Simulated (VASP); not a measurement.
# GaN (P6_3mc) in VASP: notebook, part 2 of 3

VASP 6.6.1. Earlier steps stand in the parts before.

## (4) Single point, LDA

Input file INCAR:

```
PREC = Accurate ; ENCUT = 520
EDIFF = 1E-6 ; ISMEAR = 0
SIGMA = 0.01 ; LREAL = False
LASPH = True ; NELM = 100
ALGO = Normal ; ISIF = 2
LWAVE = False ; LCHARG = False
GGA = CA ; NBANDS = 26
```

Input file KPOINTS:

```
regular mesh
0
Gamma
  6 6 4
```

Input file POSCAR:

```
GaN
1.0
    3.1831495813      0.0000000000      0.0000000000
   -1.5915747906      2.7566884014      0.0000000000
    0.0000000000      0.0000000000      5.1836255286
Ga N
2 2
Direct
    0.3333333333      0.6666666667     -0.0008868509
    0.6666666667      0.3333333333      0.4991131491
    0.3333333333      0.6666666667      0.3758868509
    0.6666666667      0.3333333333      0.8758868509
```

Potentials or basis: VASP PAW LDA potentials, release 64 (Ga_d, N).

Started as:

```
$ cat potpaw_LDA.64/Ga_d/POTCAR potpaw_LDA.64/N/POTCAR > POTCAR
$ mpirun -np 1 vasp_std > vasp.out
```

OUTCAR:

```text
PREC = Accurate
   ENCUT = 520
   EDIFF = 1E-6
   ISMEAR = 0
   LREAL = False
   LASPH = True
   NELM = 100
   ISIF = 2
   GGA = CA

 ion  position               nearest neighbor table
   1  0.333  0.667  0.999-   4 1.95   4 1.95   4 1.95   3 1.95
   2  0.667  0.333  0.499-   3 1.95   3 1.95   3 1.95   4 1.95
   3  0.333  0.667  0.376-   2 1.95   2 1.95   2 1.95   1 1.95
   4  0.667  0.333  0.876-   1 1.95   1 1.95   1 1.95   2 1.95

  LATTYP: Found a hexagonal cell.
 ALAT       =     3.1831495813
 C/A-ratio  =     1.6284580401

  Lattice vectors:

 A1 = (   3.1831495813,   0.0000000000,   0.0000000000)
 A2 = (  -1.5915747906,   2.7566884014,   0.0000000000)
 A3 = (   0.0000000000,   0.0000000000,   5.1836255286)

Analysis of symmetry for initial positions (statically):
=====================================================================
 Subroutine PRICEL returns:
 Original cell was already a primitive cell.

 Routine SETGRP: Setting up the symmetry group for a
 hexagonal supercell.

 Subroutine GETGRP returns: Found 12 space group operations
 (whereof  6 operations were pure point group operations)
 out of a pool of 24 trial point group operations.

The static configuration has the point symmetry C_3v.
 The point group associated with its full space group is C_6v.

Analysis of symmetry for dynamics (positions and initial velocities):
=====================================================================
 Subroutine PRICEL returns:
 Original cell was already a primitive cell.

 Routine SETGRP: Setting up the symmetry group for a
 hexagonal supercell.

 Subroutine GETGRP returns: Found 12 space group operations
 (whereof  6 operations were pure point group operations)
 out of a pool of 24 trial point group operations.

The dynamic configuration has the point symmetry C_3v.
 The point group associated with its full space group is C_6v.

 Subroutine INISYM returns: Found 12 space group operations
 (whereof  6 operations are pure point group operations),
 and found     1 'primitive' translations

----------------------------------------------------------------------------------------

                                     Primitive cell

  volume of cell :      45.4861

  direct lattice vectors                    reciprocal lattice vectors
     3.183149581  0.000000000  0.000000000     0.314154260  0.181377046  0.000000000
    -1.591574791  2.756688401  0.000000000     0.000000000  0.362754093  0.000000000
     0.000000000  0.000000000  5.183625529     0.000000000  0.000000000  0.192915170

  length of vectors
     3.183149581  3.183149581  5.183625529     0.362754093  0.362754093  0.192915170

  position of ions in fractional coordinates (direct lattice)
     0.333333333  0.666666667  0.999113149
     0.666666667  0.333333333  0.499113149
     0.333333333  0.666666667  0.375886851
     0.666666667  0.333333333  0.875886851

  ion indices of the primitive-cell ions
   primitive index   ion index
                 1           1
                 2           2
                 3           3
                 4           4

----------------------------------------------------------------------------------------

 KPOINTS: regular mesh

Automatic generation of k-mesh.
 Grid dimensions read from file:
 generate k-points for:    6    6    4

 Generating k-lattice:

  Cartesian coordinates                     Fractional coordinates (reciprocal lattice)
     0.052359043  0.030229508  0.000000000     0.166666667  0.000000000  0.000000000
     0.000000000  0.060459015  0.000000000     0.000000000  0.166666667  0.000000000
     0.000000000  0.000000000  0.048228792     0.000000000  0.000000000  0.250000000

  Length of vectors
     0.060459015  0.060459015  0.048228792

  Shift w.r.t. Gamma in fractional coordinates (k-lattice)
     0.000000000  0.000000000  0.000000000

 Subroutine IBZKPT returns following result:
 ===========================================

 Found     21 irreducible k-points:

 Following reciprocal coordinates:
            Coordinates               Weight
  0.000000  0.000000  0.000000      1.000000
  0.166667 -0.000000  0.000000      6.000000
  0.333333 -0.000000  0.000000      6.000000
  0.500000 -0.000000  0.000000      3.000000
  0.166667  0.166667  0.000000      6.000000
  0.333333  0.166667  0.000000     12.000000
[... 13 lines left out ...]
  0.333333  0.166667  0.500000     12.000000
  0.333333  0.333333  0.500000      2.000000
   k-points           NKPTS =     21   k-points in BZ     NKDIM =     21   number of bands    NBANDS=     26
   number of dos      NEDOS =    301   number of ions     NIONS =      4
   total plane-waves  NPLWV =  23040
   dimension x,y,z NGX =    24 NGY =   24 NGZ =   40
   dimension x,y,z NGXF=    48 NGYF=   48 NGZF=   80
   ions per type =               2   2
   NGX,Y,Z   is equivalent  to a cutoff of  12.53, 12.53, 12.83 a.u.
   NGXF,Y,Z  is equivalent  to a cutoff of  25.07, 25.07, 25.66 a.u.
 SYSTEM =  unknown system
   PREC   = accura    normal or accurate (medium, high low for compatibility)
   ISTART =      0    job   : 0-new  1-cont  2-samecut
   ICHARG =      2    charge: 1-file 2-atom 10-const
   ISPIN  =      1    spin polarized calculation?
   LNONCOLLINEAR =      F non collinear calculations
   LSORBIT =      F    spin-orbit coupling
   LASPH  =      T    aspherical Exc in radial PAW
   ENCUT  =  520.0 eV  38.22 Ry    6.18 a.u.   5.92  5.92  9.64*2*pi/ulx,y,z
   NELM   =    100;   NELMIN=  2; NELMDL= -5     # of ELM steps
   EDIFF  = 0.1E-05   stopping-criterion for ELM
   LREAL  =      F    real-space projection
   EDIFFG = 0.1E-04   stopping-criterion for IOM
   NSW    =      0    number of steps for IOM
   IBRION =     -1    ionic relax: 0-MD 1-quasi-New 2-CG
   NFREE  =      0    steps in history (QN), initial steepest desc. (CG)
   ISIF   =      2    stress and relaxation
   ISYM   =      2    0-nonsym 1-usesym 2-fastsym
   POTIM  = 0.5000    time-step for ionic-motion
   TEBEG  =    0.0;   TEEND  =   0.0 temperature during run
   PSTRESS=    0.0 pullay stress
   NELECT =      36.0000    total number of electrons
   NUPDOWN=      -1.0000    fix difference up-down
   EMIN   =  10.00;   EMAX   =-10.00  energy-range for DOS
   EFERMI =   0.00;   METHOD = LEGACY
   ISMEAR =     0;   SIGMA  =   0.01  broadening in eV -4-tet -1-fermi 0-gaus
   EFERMI_NEDOS =   21; number of points for ismear=-14 and -15
   IALGO  =     38    algorithm
   IMIX   =      4    mixing-type and parameters
     AMIX     =   0.40;   BMIX     =  1.00
     AMIX_MAG =   1.60;   BMIX_MAG =  1.00
  volume/ion in A,a.u.               =      11.37        76.74
  Fermi-wavevector in a.u.,A,eV,Ry     =   1.514315  2.861640 31.200198  2.293150
  Thomas-Fermi vector in A             =   2.623989
   LORBIT       =      0    0 simple, 1 ext, 2 COOP (PROOUT), +10 PAW based schemes
   GGA     = CA    functional components
   LHFCALC =     F    Hartree Fock is set to
   AEXX    =    0.0000 exact exchange contribution
   IVDW    =     0    specifies the selected vdW correction
   LEPSILON=     F    determine dielectric tensor
   LRPA    =     F    only Hartree local field effects (RPA)
 non-spin polarized calculation
 Gauss-broadening in eV      SIGMA  =   0.01
  energy-cutoff  :      520.00
  volume of cell :       45.49
 maximum number of plane-waves:      1248
 NGX is ok and might be reduce to    24
   NGX = 11   NGY = 11   NGZ = 19

 number of electron      35.9999991 magnetization

 Free energy of the ion-electron system (eV)
  ---------------------------------------------------
  ext. energy  EPLUGINS =         0.00000000
  ---------------------------------------------------
  free energy    TOTEN  =       -27.89218079 eV

  energy without entropy =      -27.89218079  energy(sigma->0) =      -27.89218079

 E-fermi :   5.2328     XC(G=0): -12.1453

 val. band max:        5.1244915030   @ k =   0.0000   0.0000   0.0000
 cond. band min:       7.0784144482   @ k =   0.0000   0.0000   0.0000
 fundamental gap:      1.9539229451
 Fermi energy:         5.2327948004

 k-point     1 :       0.0000    0.0000    0.0000
  band No.  band energies     occupation
      1     -10.7658      2.00000
      2      -9.8877      2.00000
      3      -8.4400      2.00000
      4      -8.4243      2.00000
      5      -8.4243      2.00000
      6      -8.3630      2.00000
[... 598 lines left out ...]
     25      18.9594      0.00000
     26      18.9944      0.00000

------------------------ aborting loop because EDIFF is reached ----------------------------------------

  FORCE on cell =-STRESS in cart. coord.  units (eV):
  Direction    XX          YY          ZZ          XY          YZ          ZX
  --------------------------------------------------------------------------------------
  -------------------------------------------------------------------------------------
  Total       -1.2664375     -1.2664375     -1.2082132     -0.0000000      0.0000000      0.0000000
  in kB      -44.6083323    -44.6083322    -42.5574719     -0.0000000      0.0000000      0.0000000
  external PRESSURE =     -43.9247121 kB  Pullay stress =       0.0000000 kB

 VOLUME and BASIS-vectors are now :
 -----------------------------------------------------------------------------
  energy-cutoff  :      520.00
  volume of cell :       45.49
      direct lattice vectors                 reciprocal lattice vectors
     3.183149581  0.000000000  0.000000000     0.314154260  0.181377046  0.000000000
    -1.591574791  2.756688401  0.000000000     0.000000000  0.362754093  0.000000000
     0.000000000  0.000000000  5.183625529     0.000000000  0.000000000  0.192915170

 POSITION                                       TOTAL-FORCE (eV/Angst)
 -----------------------------------------------------------------------------------
     -0.00000      1.83779      5.17903        -0.000000     -0.000000      0.006849
      1.59157      0.91890      2.58722         0.000000      0.000000      0.006849
     -0.00000      1.83779      1.94846        -0.000000     -0.000000     -0.006849
      1.59157      0.91890      4.54027         0.000000      0.000000     -0.006849
 -----------------------------------------------------------------------------------
    total drift:                               -0.000001     -0.000001     -0.000427

  FREE ENERGIE OF THE ION-ELECTRON SYSTEM (eV)
  ---------------------------------------------------
  free  energy   TOTEN  =       -27.8921807875 eV

  energy  without entropy=      -27.8921807875  energy(sigma->0) =      -27.89218079
```

OSZICAR:

```text
N       E                     dE             d eps       ncg     rms          rms(c)
DAV:   1     0.285868387286E+03    0.28587E+03   -0.17647E+04  1208   0.260E+03
DAV:   2     0.547457573197E+01   -0.28039E+03   -0.26317E+03  1188   0.506E+02
DAV:   3    -0.308221375919E+02   -0.36297E+02   -0.35791E+02  1318   0.143E+02
DAV:   4    -0.319293857296E+02   -0.11072E+01   -0.11033E+01  1290   0.270E+01
DAV:   5    -0.319530217520E+02   -0.23636E-01   -0.23600E-01  1362   0.376E+00    0.106E+01
DAV:   6    -0.279319910629E+02    0.40210E+01   -0.10094E+01  1774   0.497E+01    0.318E+00
DAV:   7    -0.279521875588E+02   -0.20196E-01   -0.11813E+00  1172   0.829E+00    0.255E+00
DAV:   8    -0.279152277709E+02    0.36960E-01   -0.25733E-01  1708   0.492E+00    0.137E+00
DAV:   9    -0.278916757620E+02    0.23552E-01   -0.61082E-02  1712   0.377E+00    0.420E-01
DAV:  10    -0.278923240163E+02   -0.64825E-03   -0.67780E-03  1158   0.579E-01    0.207E-01
DAV:  11    -0.278921465483E+02    0.17747E-03   -0.11487E-03  1516   0.656E-01    0.891E-02
DAV:  12    -0.278921607489E+02   -0.14201E-04   -0.14761E-04  1172   0.766E-02    0.105E-01
DAV:  13    -0.278921684423E+02   -0.76934E-05   -0.24322E-06  1182   0.216E-02    0.126E-01
DAV:  14    -0.278921800433E+02   -0.11601E-04   -0.42297E-06  1088   0.158E-02    0.146E-01
DAV:  15    -0.278921807875E+02   -0.74424E-06   -0.64655E-07   698   0.510E-03
   1 F= -.27892181E+02 E0= -.27892181E+02  d E =-.897175E-55
```

It took 19 s on 1 thread of Intel Xeon Platinum 8259CL at 2.50GHz (Skylake/Cascade Lake), shared host; peak memory 0.15 GiB.

Results:

```yaml
Free_energy: -27.8922 eV
Pressure: -4.4 GPa
Largest_force: 0.007 eV/Å
Band_gap_on_the_k_mesh: 1.95 eV, direct
```

Forces in eV/Å, atoms in the order of the input:
```
Ga   0.000  0.000  0.007
Ga   0.000  0.000  0.007
N    0.000  0.000 -0.007
N    0.000  0.000 -0.007
```

Stress tensor (GPa, compression positive):
```
-4.46  0.00  0.00
 0.00 -4.46  0.00
 0.00  0.00 -4.26
```

[end of part 2 of 3]
